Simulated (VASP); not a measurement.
# Zr in VASP: settings compared

The runs below take Zr through single point, with r2SCAN, PBE-based screened hybrid with 25 % exact exchange.

All numbers are computed with VASP 6.6.1; they aren't measurements. Logs are shortened: lines on timing, memory, paths and dates and some standing lists are left out, and cuts for length are marked.

## 1. The cell of the first run

The structure is trigonal, space group P-3m1 (No. 164). The conventional cell has a = 3.232 Å, b = 3.232 Å, c = 5.198 Å, α = 90.00°, β = 90.00°, γ = 120.00°. Within 4.1 Å of Zr (site symmetry 3m) lie 12 Zr at 3.13 to 3.27 Å.

## 2. Single point, r2SCAN (last atom moved by 0.08 Å along z, cell strained by +1.0% along z)

The input, INCAR:

```
SYSTEM = Zr
METAGGA = R2SCAN ; ISMEAR = 1
SIGMA = 0.05 ; LWAVE = .False.
LCHARG = .False. ; ISIF = 2
PREC = Accurate ; LASPH = .True.
LREAL = .False. ; ALGO = Normal
EDIFF = 1E-7 ; NELM = 120
GGA_COMPAT = .False. ; ENCUT = 600
LMIXTAU = .True. ; KPAR = 4
NBANDS = 32
```

The input, KPOINTS:

```
Automatic mesh
0
Gamma
  15 15 9
  0 0 0
```

The input, POSCAR:

```
Zr
1.0
    3.2320000000      0.0000000000      0.0000000000
   -1.6160000000      2.7989941050      0.0000000000
    0.0000000000      0.0000000000      5.1984700000
Zr
2
Direct
    0.6666666700      0.3333333300      0.7500000000
    0.3333333300      0.6666666700      0.2655430300
```

Potentials or basis: VASP PAW PBE potentials, release 64 (Zr_sv).

Started as:

```bash
$ cat potpaw_PBE.64/Zr_sv/POTCAR > POTCAR
$ mpirun -np 4 vasp_std > vasp.out
```

OUTCAR:

```text
SYSTEM = Zr
   METAGGA = R2SCAN
   ISMEAR = 1
   ISIF = 2
   PREC = Accurate
   LASPH = .True.
   LREAL = .False.
   EDIFF = 1E-7
   NELM = 120
   ENCUT = 600

 ion  position               nearest neighbor table
   1  0.667  0.333  0.750-   2 3.13   2 3.13   2 3.13   2 3.27   2 3.27   2 3.27
   2  0.333  0.667  0.266-   1 3.13   1 3.13   1 3.13   1 3.27   1 3.27   1 3.27

  LATTYP: Found a hexagonal cell.
 ALAT       =     3.2320000000
 C/A-ratio  =     1.6084375000

  Lattice vectors:

 A1 = (   3.2320000000,   0.0000000000,   0.0000000000)
 A2 = (  -1.6160000000,   2.7989941050,   0.0000000000)
 A3 = (   0.0000000000,   0.0000000000,   5.1984700000)

Analysis of symmetry for initial positions (statically):
=====================================================================
 Subroutine PRICEL returns:
 Original cell was already a primitive cell.

 Routine SETGRP: Setting up the symmetry group for a
 hexagonal supercell.

 Subroutine GETGRP returns: Found 12 space group operations
 (whereof  6 operations were pure point group operations)
 out of a pool of 24 trial point group operations.

The static configuration has the point symmetry C_3v.
 The point group associated with its full space group is D_3d.

Analysis of symmetry for dynamics (positions and initial velocities):
=====================================================================
 Subroutine PRICEL returns:
 Original cell was already a primitive cell.

 Routine SETGRP: Setting up the symmetry group for a
 hexagonal supercell.

 Subroutine GETGRP returns: Found 12 space group operations
 (whereof  6 operations were pure point group operations)
 out of a pool of 24 trial point group operations.

The dynamic configuration has the point symmetry C_3v.
 The point group associated with its full space group is D_3d.

 Subroutine INISYM returns: Found 12 space group operations
 (whereof  6 operations are pure point group operations),
 and found     1 'primitive' translations

----------------------------------------------------------------------------------------

                                     Primitive cell

  volume of cell :      47.0272

  direct lattice vectors                    reciprocal lattice vectors
     3.232000000  0.000000000  0.000000000     0.309405941  0.178635603  0.000000000
    -1.616000000  2.798994105  0.000000000     0.000000000  0.357271206  0.000000000
     0.000000000  0.000000000  5.198470000     0.000000000  0.000000000  0.192364292

  length of vectors
     3.232000000  3.232000000  5.198470000     0.357271206  0.357271206  0.192364292

  position of ions in fractional coordinates (direct lattice)
     0.666666670  0.333333330  0.750000000
     0.333333330  0.666666670  0.265543030

  ion indices of the primitive-cell ions
   primitive index   ion index
                 1           1
                 2           2

----------------------------------------------------------------------------------------

 KPOINTS: Automatic mesh

Automatic generation of k-mesh.
 Grid dimensions read from file:
 generate k-points for:   15   15    9

 Generating k-lattice:

  Cartesian coordinates                     Fractional coordinates (reciprocal lattice)
     0.020627063  0.011909040  0.000000000     0.066666667  0.000000000  0.000000000
     0.000000000  0.023818080  0.000000000     0.000000000  0.066666667  0.000000000
     0.000000000  0.000000000  0.021373810     0.000000000  0.000000000  0.111111111

  Length of vectors
     0.023818080  0.023818080  0.021373810

  Shift w.r.t. Gamma in fractional coordinates (k-lattice)
     0.000000000  0.000000000  0.000000000

 Subroutine IBZKPT returns following result:
 ===========================================

 Found    211 irreducible k-points:

 Following reciprocal coordinates:
            Coordinates               Weight
  0.000000  0.000000  0.000000      1.000000
  0.066667 -0.000000  0.000000      6.000000
  0.133333  0.000000  0.000000      6.000000
  0.200000  0.000000  0.000000      6.000000
  0.266667  0.000000  0.000000      6.000000
  0.333333  0.000000  0.000000      6.000000
[... 16 lines left out ...]
  0.333333  0.200000  0.000000     12.000000
  0.400000  0.200000  0.000000      6.000000
 [... further k-points ...]
   k-points           NKPTS =    211   k-points in BZ     NKDIM =    211   number of bands    NBANDS=     32
   number of dos      NEDOS =    301   number of ions     NIONS =      2
   total plane-waves  NPLWV =  32928
   dimension x,y,z NGX =    28 NGY =   28 NGZ =   42
   dimension x,y,z NGXF=    56 NGYF=   56 NGZF=   84
   ions per type =               2
   NGX,Y,Z   is equivalent  to a cutoff of  14.40, 14.40, 13.43 a.u.
   NGXF,Y,Z  is equivalent  to a cutoff of  28.80, 28.80, 26.86 a.u.
 SYSTEM =  Zr
   PREC   = accura    normal or accurate (medium, high low for compatibility)
   ISTART =      0    job   : 0-new  1-cont  2-samecut
   ICHARG =      2    charge: 1-file 2-atom 10-const
   ISPIN  =      1    spin polarized calculation?
   LNONCOLLINEAR =      F non collinear calculations
   LSORBIT =      F    spin-orbit coupling
   LASPH  =      T    aspherical Exc in radial PAW
   ENCUT  =  600.0 eV  44.10 Ry    6.64 a.u.   6.46  6.46 10.38*2*pi/ulx,y,z
   NELM   =    120;   NELMIN=  2; NELMDL= -5     # of ELM steps
   EDIFF  = 0.1E-06   stopping-criterion for ELM
   LREAL  =      F    real-space projection
   EDIFFG = 0.1E-05   stopping-criterion for IOM
   NSW    =      0    number of steps for IOM
   IBRION =     -1    ionic relax: 0-MD 1-quasi-New 2-CG
   NFREE  =      0    steps in history (QN), initial steepest desc. (CG)
   ISIF   =      2    stress and relaxation
   ISYM   =      2    0-nonsym 1-usesym 2-fastsym
   POTIM  = 0.5000    time-step for ionic-motion
   TEBEG  =    0.0;   TEEND  =   0.0 temperature during run

   SCALEE = 1.0000    scale energy and forces
   PSTRESS=    0.0 pullay stress
   NELECT =      24.0000    total number of electrons
   NUPDOWN=      -1.0000    fix difference up-down
   EMIN   =  10.00;   EMAX   =-10.00  energy-range for DOS
   EFERMI =   0.00;   METHOD = LEGACY
   ISMEAR =     1;   SIGMA  =   0.05  broadening in eV -4-tet -1-fermi 0-gaus
   EFERMI_NEDOS =   21; number of points for ismear=-14 and -15
   IALGO  =     38    algorithm
   IMIX   =      4    mixing-type and parameters
     AMIX     =   0.40;   BMIX     =  1.00
     AMIX_MAG =   1.60;   BMIX_MAG =  1.00
  volume/ion in A,a.u.               =      23.51       158.68
  Fermi-wavevector in a.u.,A,eV,Ry     =   1.308265  2.472262 23.287140  1.711556
  Thomas-Fermi vector in A             =   2.438943
   LORBIT       =      0    0 simple, 1 ext, 2 COOP (PROOUT), +10 PAW based schemes
   METAGGA = R2SCAN    functional components
   LHFCALC =     F    Hartree Fock is set to
   AEXX    =    0.0000 exact exchange contribution
   IVDW    =     0    specifies the selected vdW correction
   LEPSILON=     F    determine dielectric tensor
   LRPA    =     F    only Hartree local field effects (RPA)

   CSHIFT  =0.1000    complex shift for real part using Kramers Kronig

   OMEGAMAX=  -1.0    maximum frequency
 non-spin polarized calculation
 Methfessel and Paxton  Order N= 1 SIGMA  =   0.05
  energy-cutoff  :      600.00
  volume of cell :       47.03
 maximum number of plane-waves:      1593
 NGX is ok and might be reduce to    28
   NGX = 13   NGY = 13   NGZ = 21

 number of electron      24.0000000 magnetization

 Free energy of the ion-electron system (eV)
  ---------------------------------------------------
  ext. energy  EPLUGINS =         0.00000000
  ---------------------------------------------------
  free energy    TOTEN  =       -45.48738279 eV

  energy without entropy =      -45.48727464  energy(sigma->0) =      -45.48734674

 E-fermi :   8.9301     XC(G=0): -11.8976

 val. band max:        8.9217314903   @ k =   0.1333   0.0000   0.0000
 cond. band min:       8.9338108906   @ k =  -0.0667   0.2000   0.3333
 fundamental gap:      0.0120794003
 Fermi energy:         8.9300788008

 k-point     1 :       0.0000    0.0000    0.0000
  band No.  band energies     occupation
      1     -41.6448      2.00000
      2     -41.4861      2.00000
      3     -19.4854      2.00000
      4     -18.5813      2.00000
      5     -18.5813      2.00000
      6     -18.4690      2.00000
[... 16 lines left out ...]
     23      21.5485      0.00000
     24      22.7642      0.00000

 k-point     2 :       0.0667   -0.0000    0.0000
  band No.  band energies     occupation
      1     -41.6394      2.00000
      2     -41.4838      2.00000
      3     -19.4715      2.00000
      4     -18.6142      2.00000
      5     -18.5916      2.00000
      6     -18.4767      2.00000
[... 16 lines left out ...]
     23      21.7411      0.00000
     24      22.9762      0.00000

 k-point     3 :       0.1333    0.0000    0.0000
  band No.  band energies     occupation
      1     -41.6239      2.00000
      2     -41.4773      2.00000
      3     -19.4310      2.00000
      4     -18.7057      2.00000
      5     -18.6201      2.00000
      6     -18.5678      2.00000
[... 16 lines left out ...]
     23      22.1776      0.00000
     24      23.6174      0.00000

 k-point     4 :       0.2000    0.0000    0.0000
  band No.  band energies     occupation
      1     -41.6005      2.00000
      2     -41.4682      2.00000
      3     -19.3678      2.00000
      4     -18.8391      2.00000
      5     -18.6977      2.00000
      6     -18.6605      2.00000
[... 16 lines left out ...]
     23      22.0101      0.00000
     24      23.4186      0.00000

 k-point     5 :       0.2667    0.0000    0.0000
  band No.  band energies     occupation
      1     -41.5723      2.00000
      2     -41.4590      2.00000
      3     -19.2889      2.00000
      4     -18.9911      2.00000
      5     -18.8403      2.00000
      6     -18.7051      2.00000
[... 16 lines left out ...]
     23      21.1905      0.00000
     24      22.3931      0.00000

 k-point     6 :       0.3333    0.0000    0.0000
  band No.  band energies     occupation
      1     -41.5434      2.00000
      2     -41.4519      2.00000
      3     -19.2080      2.00000
      4     -19.1326      2.00000
      5     -18.9678      2.00000
      6     -18.7464      2.00000
[... 16 lines left out ...]
     23      20.4817      0.00000
     24      21.0669      0.00000
[... 379 lines left out ...]
 k-point    21 :       0.2000    0.2000    0.0000
  band No.  band energies     occupation
      1     -41.5361      2.00000
      2     -41.4505      2.00000
      3     -19.1857      2.00000
      4     -19.0433      2.00000
      5     -19.0398      2.00000
      6     -18.7598      2.00000
[... 16 lines left out ...]
     23      19.7607      0.00000
     24      21.5475      0.00000

 k-point    22 :       0.2667    0.2000    0.0000
  band No.  band energies     occupation
      1     -41.5118      2.00000
      2     -41.4482      2.00000
      3     -19.1667      2.00000
      4     -19.0975      2.00000
      5     -19.0514      2.00000
      6     -18.8300      2.00000
[... 16 lines left out ...]
     23      19.6188      0.00000
     24      21.3630      0.00000

 k-point    23 :       0.3333    0.2000    0.0000
  band No.  band energies     occupation
      1     -41.4923      2.00000
      2     -41.4496      2.00000
      3     -19.2190      2.00000
      4     -19.0964      2.00000
      5     -18.9961      2.00000
      6     -18.8971      2.00000
[... 16 lines left out ...]
     23      20.4318      0.00000
     24      21.1871      0.00000

 k-point    24 :       0.4000    0.2000    0.0000
  band No.  band energies     occupation
      1     -41.4838      2.00000
      2     -41.4517      2.00000
      3     -19.2399      2.00000
      4     -19.0935      2.00000
      5     -18.9483      2.00000
      6     -18.9412      2.00000
[... 16 lines left out ...]
     23      20.8312      0.00000
     24      21.0950      0.00000

 [... further k-points ...]

 [bands above 24 left out]

------------------------ aborting loop because EDIFF is reached ----------------------------------------

  FORCE on cell =-STRESS in cart. coord.  units (eV):
  Direction    XX          YY          ZZ          XY          YZ          ZX
  --------------------------------------------------------------------------------------
  -------------------------------------------------------------------------------------
  Total        0.1638956      0.1638956     -0.2605366      0.0000000      0.0000000      0.0000000
  in kB        5.5837878      5.5837878     -8.8762672      0.0000000      0.0000000      0.0000000
  external PRESSURE =       0.7637694 kB  Pullay stress =       0.0000000 kB

 VOLUME and BASIS-vectors are now :
 -----------------------------------------------------------------------------
  energy-cutoff  :      600.00
  volume of cell :       47.03
      direct lattice vectors                 reciprocal lattice vectors
     3.232000000  0.000000000  0.000000000     0.309405941  0.178635603  0.000000000
    -1.616000000  2.798994105  0.000000000     0.000000000  0.357271206  0.000000000
     0.000000000  0.000000000  5.198470000     0.000000000  0.000000000  0.192364292

 POSITION                                       TOTAL-FORCE (eV/Angst)
 -----------------------------------------------------------------------------------
      1.61600      0.93300      3.89885         0.000000      0.000000      0.317692
     -0.00000      1.86600      1.38042         0.000000      0.000000     -0.317692
 -----------------------------------------------------------------------------------
    total drift:                                0.000002     -0.000001      0.000002

  FREE ENERGIE OF THE ION-ELECTRON SYSTEM (eV)
  ---------------------------------------------------
  free  energy   TOTEN  =       -45.4873827896 eV

  energy  without entropy=      -45.4872746449  energy(sigma->0) =      -45.48734674
```

Run time: 9 min. Hardware: 4 MPI ranks of Intel Xeon Platinum 8259CL at 2.50GHz (Skylake/Cascade Lake), shared host; peak memory 0.38 GiB.

What came out:

* Free energy: -45.4874 eV
* Pressure: 0.1 GPa
* Largest force: 0.318 eV/Å
* Band gap on the k mesh: zero (bands 12 and 13 overlap by 1.30 eV)

Forces in eV/Å, atoms in the order of the input:
```
Zr   0.000  0.000  0.318
Zr   0.000  0.000 -0.318
```

Stress tensor (GPa, compression positive):
```
 0.56  0.00  0.00
 0.00  0.56  0.00
 0.00  0.00 -0.89
```

Caveat: the cell differs from its parent crystal (last atom moved by 0.08 Å along z, cell strained by +1.0% along z); the PAW data sets were made with another functional, which shifts forces and pressure a little.

## 3. Single point, PBE-based screened hybrid with 25 % exact exchange

This run uses another cell than the first one, of 21.88 Å³/atom.

The input, POSCAR:

```
Zr
1.0
    3.1660223034      0.0000000000      0.0000000000
   -1.5830111517      2.7418557436      0.0000000000
    0.0000000000      0.0000000000      5.0419297016
Zr
2
Direct
    0.6666666667      0.3333333333      0.7500000000
    0.3333333333      0.6666666667      0.2500000000
```

The input, INCAR.step1:

```
ALGO = Normal
EDIFF = 1E-5
ENCUT = 520
GGA = PE
ISIF = 2
ISMEAR = -1
LASPH = T
LCHARG = F
LREAL = F
LWAVE = T
NBANDS = 19
NELM = 100
PREC = Accurate
SIGMA = 0.05
```

The input, INCAR.step2:

```
AEXX = 0.25
ALGO = Normal
EDIFF = 1E-6
ENCUT = 520
GGA = PE
HFSCREEN = 0.3
ISIF = 2
ISMEAR = -1
ISTART = 1
LASPH = T
LCHARG = F
LHFCALC = T
LREAL = F
LWAVE = F
NBANDS = 19
NELM = 100
PREC = Accurate
PRECFOCK = Normal
SIGMA = 0.05
```

The input, KPOINTS:

```
k-points
0
Gamma
  5 5 3
```

Potentials or basis: VASP PAW PBE potentials, release 64 (Zr_sv).

Started as:

```bash
$ cat potpaw_PBE.64/Zr_sv/POTCAR > POTCAR
$ cp INCAR.step1 INCAR
$ mpirun -np 1 vasp_std > vasp.out
$ cp INCAR.step2 INCAR
$ mpirun -np 1 vasp_std > vasp.out
```

It took 6.5 min on 1 thread of Intel Xeon 6975P-C (Granite Rapids), shared host; peak memory 0.26 GiB.

Results (log left out):

```
Free energy            : -18.9187 eV
Pressure               : 7.6 GPa
Band gap on the k mesh : zero (bands 12 and 13 overlap by 1.32 eV)
```

Stress tensor (GPa, compression positive):
```
8.76 0.00 0.00
0.00 8.76 0.00
0.00 0.00 5.35
```

Levels at points of the mesh, in eV from the Fermi level:
```
           k point  band 9  band 10  band 11  band 12  band 13  band 14  band 15  band 16
(0.00, 0.00, 0.00)   -6.49    -3.46     1.27     1.27     1.36     1.54     2.16     2.16
```

Caveat: the k points lie up to 0.46 Å⁻¹ apart, too coarse for converged energies and pressures of a metal; the PAW data sets were made with another functional, which shifts forces and pressure a little.

The gap in the log of VASP goes by the Fermi energy; the results here count the filled bands.